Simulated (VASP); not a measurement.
# ReOs (Cm) in VASP: further runs

ReOs is run at these levels: LDA; tasks: single point.

All numbers are computed with VASP 6.6.1; they aren't measurements. Logs are shortened: lines on timing, memory, paths and dates and some standing lists are left out, and cuts for length are marked.

### 1 The cell of the first run

Symmetry: Cm, No. 8, monoclinic system. Conventional cell: a = 4.776 Å, b = 2.757 Å, c = 4.382 Å, α = 90.00°, β = 90.00°, γ = 90.00°. Within 2.8 Å of Re (site symmetry m) lie 3 Os at 2.06 to 2.46 Å and 6 Re at 2.76 Å. Within 2.8 Å of Os (site symmetry m) lie 3 Re at 2.06 to 2.46 Å and 6 Os at 2.76 Å.

### 2 Single point, LDA (shortest bond scaled by 0.76)

INCAR

```
SYSTEM = ReOs
PREC = Accurate
ENCUT = 520
EDIFF = 1E-6
ISMEAR = -1
SIGMA = 0.05
LREAL = .FALSE.
LASPH = .TRUE.
NELM = 60
ALGO = Normal
ISIF = 2
LWAVE = .FALSE.
LCHARG = .FALSE.
NBANDS = 14
```

KPOINTS

```
regular mesh
0
G
  12 12 7
  0 0 0
```

POSCAR

```
ReOs
1.0
    2.7573303527      0.0000000000      0.0000000000
   -1.3786651764      2.3879181321      0.0000000000
    0.0000000000      0.0000000000      4.3824281800
Re Os
1 1
Direct
    0.5866666667      0.2933333333      0.4400000000
    0.0800000000      0.0400000000      0.0600000000
```

Potentials or basis: VASP PAW LDA potentials, release 64 (Re, Os).

The run is started by

```bash
> cat potpaw_LDA.64/Re/POTCAR potpaw_LDA.64/Os/POTCAR > POTCAR
> mpirun -np 1 vasp_std > vasp.out
```

OUTCAR:

```text
SYSTEM = ReOs
   PREC = Accurate
   ENCUT = 520
   EDIFF = 1E-6
   ISMEAR = -1
   LREAL = .FALSE.
   LASPH = .TRUE.
   NELM = 60
   ISIF = 2

 ion  position               nearest neighbor table
   1  0.587  0.293  0.440-   2 2.06   2 2.46   2 2.46   2 2.97   2 3.27   2 3.27
   2  0.080  0.040  0.060-   1 2.06   1 2.46   1 2.46   1 2.97   1 3.27   1 3.27

  LATTYP: Found a hexagonal cell.
 ALAT       =     2.7573303527
 C/A-ratio  =     1.5893736402

  Lattice vectors:

 A1 = (   2.7573303527,   0.0000000000,   0.0000000000)
 A2 = (  -1.3786651764,   2.3879181321,   0.0000000000)
 A3 = (   0.0000000000,   0.0000000000,   4.3824281800)

Analysis of symmetry for initial positions (statically):
=====================================================================
 Subroutine PRICEL returns:
 Original cell was already a primitive cell.

 Routine SETGRP: Setting up the symmetry group for a
 hexagonal supercell.

 Subroutine GETGRP returns: Found  2 space group operations
 (whereof  2 operations were pure point group operations)
 out of a pool of 24 trial point group operations.

The static configuration has the point symmetry C_1h.

Analysis of symmetry for dynamics (positions and initial velocities):
=====================================================================
 Subroutine PRICEL returns:
 Original cell was already a primitive cell.

 Routine SETGRP: Setting up the symmetry group for a
 hexagonal supercell.

 Subroutine GETGRP returns: Found  2 space group operations
 (whereof  2 operations were pure point group operations)
 out of a pool of 24 trial point group operations.

The dynamic configuration has the point symmetry C_1h.

 Subroutine INISYM returns: Found  2 space group operations
 (whereof  2 operations are pure point group operations),
 and found     1 'primitive' translations

----------------------------------------------------------------------------------------

                                     Primitive cell

  volume of cell :      28.8551

  direct lattice vectors                    reciprocal lattice vectors
     2.757330353  0.000000000  0.000000000     0.362669638  0.209387413  0.000000000
    -1.378665176  2.387918132  0.000000000     0.000000000  0.418774826  0.000000000
     0.000000000  0.000000000  4.382428180     0.000000000  0.000000000  0.228184002

  length of vectors
     2.757330353  2.757330353  4.382428180     0.418774826  0.418774826  0.228184002

  position of ions in fractional coordinates (direct lattice)
     0.586666667  0.293333333  0.440000000
     0.080000000  0.040000000  0.060000000

  ion indices of the primitive-cell ions
   primitive index   ion index
                 1           1
[... 86 lines left out ...]
   EMIN   =  10.00;   EMAX   =-10.00  energy-range for DOS
   EFERMI =   0.00;   METHOD = LEGACY
   ISMEAR =    -1;   SIGMA  =   0.05  broadening in eV -4-tet -1-fermi 0-gaus
   EFERMI_NEDOS =   21; number of points for ismear=-14 and -15
   IALGO  =     38    algorithm
   IMIX   =      4    mixing-type and parameters
     AMIX     =   0.40;   BMIX     =  1.00
     AMIX_MAG =   1.60;   BMIX_MAG =  1.00
  volume/ion in A,a.u.               =      14.43        97.36
  Fermi-wavevector in a.u.,A,eV,Ry     =   1.316328  2.487500 23.575091  1.732720
  Thomas-Fermi vector in A             =   2.446448
   LORBIT       =      0    0 simple, 1 ext, 2 COOP (PROOUT), +10 PAW based schemes
   GGA     = CA    functional components
   LHFCALC =     F    Hartree Fock is set to
   AEXX    =    0.0000 exact exchange contribution
   IVDW    =     0    specifies the selected vdW correction
   LEPSILON=     F    determine dielectric tensor
   LRPA    =     F    only Hartree local field effects (RPA)
 non-spin polarized calculation
  energy-cutoff  :      520.00
  volume of cell :       28.86
 maximum number of plane-waves:       787
 NGX is ok and might be reduce to    24
   NGX = 11   NGY = 11   NGZ = 17

 number of electron      15.0000000 magnetization

 Free energy of the ion-electron system (eV)
  ---------------------------------------------------
  ext. energy  EPLUGINS =         0.00000000
  ---------------------------------------------------
  free energy    TOTEN  =       -23.33173844 eV

  energy without entropy =      -23.31925125  energy(sigma->0) =      -23.32549485

 E-fermi :   9.1069     XC(G=0): -13.7741

 val. band max:        9.0936597251   @ k =   0.1667   0.1667   0.1429
 cond. band min:       9.1102746900   @ k =   0.0833   0.0833   0.0000
 fundamental gap:      0.0166149649
 Fermi energy:         9.1068541898

 k-point     1 :       0.0000    0.0000    0.0000
  band No.  band energies     occupation
      1      -1.6743      2.00000
      2       0.4275      2.00000
      3       3.8603      2.00000
      4       4.5521      2.00000
      5       5.0342      2.00000
      6       5.2513      2.00000
      7       7.1532      2.00000
      8       8.3339      2.00000
      9      10.3279      0.00000
     10      11.0437      0.00000
     11      11.6304      0.00000
     12      12.6339      0.00000
     13      16.1120      0.00000
     14      22.2235      0.00000
[... 377 lines left out ...]
      1       0.9976      2.00000
      2       1.7529      2.00000
      3       2.6959      2.00000
      4       4.3834      2.00000
      5       5.5782      2.00000
      6       6.7244      2.00000
      7       9.1137      0.93159
      8       9.2262      0.16837
      9      10.3850      0.00000
     10      11.7648      0.00000
     11      12.1143      0.00000
     12      17.2162      0.00000
     13      18.8314      0.00000
     14      19.5469      0.00000

 [... further k-points ...]

------------------------ aborting loop because EDIFF is reached ----------------------------------------

  FORCE on cell =-STRESS in cart. coord.  units (eV):
  Direction    XX          YY          ZZ          XY          YZ          ZX
  --------------------------------------------------------------------------------------
  -------------------------------------------------------------------------------------
  Total       10.0150947      5.0895534     17.9526981      4.2656439      3.6656997      6.3491775
  in kB      556.0868174    282.5967847    996.8212052    236.8493161    203.5374952    352.5372491
  external PRESSURE =     611.8349358 kB  Pullay stress =       0.0000000 kB

 VOLUME and BASIS-vectors are now :
 -----------------------------------------------------------------------------
  energy-cutoff  :      520.00
  volume of cell :       28.86
      direct lattice vectors                 reciprocal lattice vectors
     2.757330353  0.000000000  0.000000000     0.362669638  0.209387413  0.000000000
    -1.378665176  2.387918132  0.000000000     0.000000000  0.418774826  0.000000000
     0.000000000  0.000000000  4.382428180     0.000000000  0.000000000  0.228184002

 POSITION                                       TOTAL-FORCE (eV/Angst)
 -----------------------------------------------------------------------------------
      1.21323      0.70046      1.92827         4.098519      2.366281     13.196951
      0.16544      0.09552      0.26295        -4.098519     -2.366281    -13.196951
 -----------------------------------------------------------------------------------
    total drift:                                0.000222      0.000128      0.000753

  FREE ENERGIE OF THE ION-ELECTRON SYSTEM (eV)
  ---------------------------------------------------
  free  energy   TOTEN  =       -23.3317384418 eV

  energy  without entropy=      -23.3192512538  energy(sigma->0) =      -23.32549485
```

Run time: 2.7 min. Hardware: 1 thread of Intel Xeon 8259CL, shared host; peak memory 0.25 GiB.

What came out:

- Free energy: -23.3317 eV
- Pressure: 61.2 GPa
- Largest force: 14.020 eV/Å
- Band gap on the k mesh: zero (an odd number of electrons rules out a gap without spin polarisation)

Forces on the atoms (eV/Å):
```
Re    4.099   2.366  13.197
Os   -4.099  -2.366 -13.197
```

Caveat: the cell differs from its parent crystal (shortest bond scaled by 0.76); the cell stands under pressure; spin-orbit coupling is left out, which moves the levels of the heavy elements; forces of over 1 eV/Å act on the atoms, so gaps and moduli don't describe the material at rest.

### 3 Single point, LDA (shortest bond scaled by 0.58)

Edit INCAR of step 2 so:

```diff
@@ -13,2 +13,3 @@
 LCHARG = .FALSE.
+GGA = CA
 NBANDS = 14
```

KPOINTS is that of step 2.

POSCAR

```
ReOs
1.0
    2.7573303527      0.0000000000      0.0000000000
   -1.3786651764      2.3879181321      0.0000000000
    0.0000000000      0.0000000000      4.3824281800
Re Os
1 1
Direct
    0.5266666667      0.2633333333      0.3950000000
    0.1400000000      0.0700000000      0.1050000000
```

Potentials or basis: VASP PAW LDA potentials, release 64 (Re, Os).

The run is started by

```bash
> cat potpaw_LDA.64/Re/POTCAR potpaw_LDA.64/Os/POTCAR > POTCAR
> mpirun -np 1 vasp_std > vasp.out
```

OUTCAR:

```text
SYSTEM = ReOs
   PREC = Accurate
   ENCUT = 520
   EDIFF = 1E-6
   ISMEAR = -1
   LREAL = .FALSE.
   LASPH = .TRUE.
   NELM = 60
   ISIF = 2
   GGA = CA

 ion  position               nearest neighbor table
   1  0.527  0.263  0.395-   2 1.57   2 2.38   2 2.38   2 3.17   2 3.17   2 3.25
   2  0.140  0.070  0.105-   1 1.57   1 2.38   1 2.38   1 3.17   1 3.17   1 3.25

 -----------------------------------------------------------------------------
|                                                                             |
[... 617 lines left out ...]
  Direction    XX          YY          ZZ          XY          YZ          ZX
  --------------------------------------------------------------------------------------
  -------------------------------------------------------------------------------------
  Total       42.2736149     22.0091767     52.7401500     17.5495183     15.5956503     27.0124593
  in kB     2347.2369170   1222.0566448   2928.3899041    974.4346997    865.9464336   1499.8632577
  external PRESSURE =    2165.8944886 kB  Pullay stress =       0.0000000 kB

 VOLUME and BASIS-vectors are now :
 -----------------------------------------------------------------------------
  energy-cutoff  :      520.00
  volume of cell :       28.86
      direct lattice vectors                 reciprocal lattice vectors
     2.757330353  0.000000000  0.000000000     0.362669638  0.209387413  0.000000000
    -1.378665176  2.387918132  0.000000000     0.000000000  0.418774826  0.000000000
     0.000000000  0.000000000  4.382428180     0.000000000  0.000000000  0.228184002

 POSITION                                       TOTAL-FORCE (eV/Angst)
 -----------------------------------------------------------------------------------
      1.08915      0.62882      1.73106        21.738261     12.550591     43.198571
      0.28952      0.16715      0.46015       -21.738261    -12.550591    -43.198571
 -----------------------------------------------------------------------------------
    total drift:                               -0.000021     -0.000012     -0.000293

  FREE ENERGIE OF THE ION-ELECTRON SYSTEM (eV)
  ---------------------------------------------------
  free  energy   TOTEN  =        -9.6849526768 eV

  energy  without entropy=       -9.6748384356  energy(sigma->0) =       -9.67989556
```

Wall time 2.7 min (1 thread of Intel Xeon 8259CL, shared host); peak memory 0.25 GiB.

Results:

```yaml
Free_energy: -9.6850 eV
Pressure: 216.6 GPa
Largest_force: 49.962 eV/Å
Band_gap_on_the_k_mesh: zero (an odd number of electrons rules out a gap without spin polarisation)
```

Forces in eV/Å, atoms in the order of the input:
```
Re   21.738  12.551  43.199
Os  -21.738 -12.551 -43.199
```

Caveat: the cell differs from its parent crystal (shortest bond scaled by 0.58); atoms lie so close that the PAW spheres overlap strongly, which falsifies energies and pressures; the cell stands under pressure; spin-orbit coupling is left out, which moves the levels of the heavy elements; forces of over 1 eV/Å act on the atoms, so gaps and moduli don't describe the material at rest.
